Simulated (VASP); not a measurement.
## MgCd3Se2: single point with PBE

The system is MgCd3Se2.

```
Mg Cd Se
1.0
     3.57588    0.00000    0.00000
     0.00000    3.57588    0.00000
     0.00000    0.00000   10.69085
Mg Cd Se
1 3 2
Direct
  0.00000 0.00000 0.00000
  0.50000 0.50000 0.18374
  0.50000 0.50000 0.50000
  0.50000 0.50000 0.81625
  0.00000 0.00000 0.33426
  0.00000 0.00000 0.66574
```

| Quantity | Value |
| --- | --- |
| Program | VASP 6.6.1 |
| Task | single point |
| Functional | PBE |
| Potentials or basis | VASP PAW PBE potentials, release 64 (Mg, Cd, Se) |
| Cutoff | 520 eV |
| k mesh | 6 × 6 × 2 |
| Occupations | gaussian, width 0.1 eV |
| Spin | no spin polarisation |

```
Pressure               : 0.5 GPa
Largest force          : 0.053 eV/Å
Band gap on the k mesh : zero (band 25 reaches 3.69 eV, above the bottom of band 26 at 2.86 eV)
```

Forces on the atoms (eV/Å):
```
Mg   0.000  0.000  0.000
Cd   0.000  0.000  0.053
Cd   0.000  0.000  0.000
Cd   0.000  0.000 -0.053
Se   0.000  0.000 -0.027
Se   0.000  0.000  0.027
```

Stress tensor (GPa, compression positive):
```
 2.32  0.00  0.00
 0.00  2.32  0.00
 0.00  0.00 -3.24
```

Levels at points of the mesh, in eV from the Fermi level:
```tsv
k point	band 23	band 24	band 25	band 26	band 27	band 28
(0.00, 0.00, 0.00)	-0.52	-0.52	-0.34	-0.10	2.27	4.41
(0.50, 0.00, 0.00)	-1.37	-0.34	-0.06	0.01	0.49	2.54
(0.50, 0.50, 0.00)	-1.66	-0.89	-0.58	-0.19	-0.08	-0.08
(0.00, 0.00, 0.50)	-1.09	-0.54	-0.54	1.29	1.36	4.93
(0.50, 0.00, 0.50)	-1.59	-0.10	-0.06	0.01	1.06	2.11
(0.50, 0.50, 0.50)	-1.43	-1.29	-1.01	0.49	0.49	1.28
```

Run time: 79 s on 1 thread of Intel(R) Xeon(R) Platinum 8488C (Sapphire Rapids) (shared host), peak memory 0.28 GiB.
